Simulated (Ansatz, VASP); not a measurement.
One calculation of H, two programs

Contents of POSCAR:

```
H
1.0
   -1.6915344700      1.6915344700      2.0584739900
    1.6915344700     -1.6915344700      2.0584739900
    1.6915344700      1.6915344700     -2.0584739900
H
2
Direct
    0.0901377100      0.0901377100      0.0000000000
    0.9098622900      0.9098622900      0.0000000000
```

INCAR.step1

```
  PREC = Accurate
  ENCUT = 520
  EDIFF = 1E-5
  ISMEAR = -1
  SIGMA = 0.05
  LREAL = F
  LASPH = T
  NELM = 60
  ALGO = Normal
  ISIF = 2
  LWAVE = T
  LCHARG = F
  NBANDS = 8
  GGA = PE
```

File INCAR.step2:

```
  PREC = Accurate
  ENCUT = 520
  EDIFF = 1E-7
  ISMEAR = -1
  SIGMA = 0.05
  LREAL = F
  LASPH = T
  NELM = 60
  ALGO = Normal
  ISIF = 2
  LWAVE = F
  LCHARG = F
  GGA = PE
  LHFCALC = T
  AEXX = 0.5
  HFSCREEN = 0.2
  PRECFOCK = Normal
  NBANDS = 8
  ISTART = 1
```

The input KPOINTS:

```
Automatic mesh
0
Gamma
  6 6 6
```

input.yaml

```yaml
crystal:
  lattice:
    - [-1.69153447, 1.69153447, 2.05847399]
    - [1.69153447, -1.69153447, 2.05847399]
    - [1.69153447, 1.69153447, -2.05847399]
  atoms:
    - { symbol: H, position: [0.09013771, 0.09013771, 0.0] }
    - { symbol: H, position: [0.90986229, 0.90986229, 0.0] }
hamiltonian:
  xc: { exchange: pbe, correlation: pbe, exx: { coeff: 0.5, omega: 0.2 } }
  pseudopotentials: { kind: paw }
kpoints:
  mp_grid: { grid: [6, 6, 6] }
scf:
  occupations: { method: fermi_dirac, width: 0.05 }
output:
  forces: true
  stress: true
  eigenvalues: true
  write_density: true
  write_potential: true
  elf: true
  volumetric_format: npy
```

Alike in both runs: task single point; functional PBE-based screened hybrid; k mesh 6 × 6 × 6; occupations fermi-dirac, width 0.05 eV; no spin polarisation.

|  | VASP | Ansatz |
| --- | --- | --- |
| version | VASP 6.6.1 | Ansatz 0.2.0 |
| potentials or method | VASP PAW PBE potentials, release 64 (H) | Ansatz PAW |
| plane-wave cutoff (eV) | 520 | 420 |
| valence electrons in the cell | 2 | 2 |

VASP gave:

- gap on the k mesh at the Fermi level (eV): 12.10
- least direct gap on the mesh (eV): 13.01
- pressure (GPa): 0.0
- traceless stress, the component that is largest in VASP (GPa): -0.30
- rms of the force components (eV/Å): 0.053

**Question.** What did Ansatz give for the same quantities?

**Answer.** gap on the k mesh at the Fermi level (eV): 12.11; least direct gap on the mesh (eV): 13.02; pressure (GPa): 0.1; traceless stress, the component that is largest in VASP (GPa): -0.30; rms of the force components (eV/Å): 0.057.

VASP's potentials were made for PBE, not for PBE-based screened hybrid. Atom by atom the forces differ by 0.004 eV/Å (rms over components).

The k mesh is coarse, so the values compare programs but aren't converged.
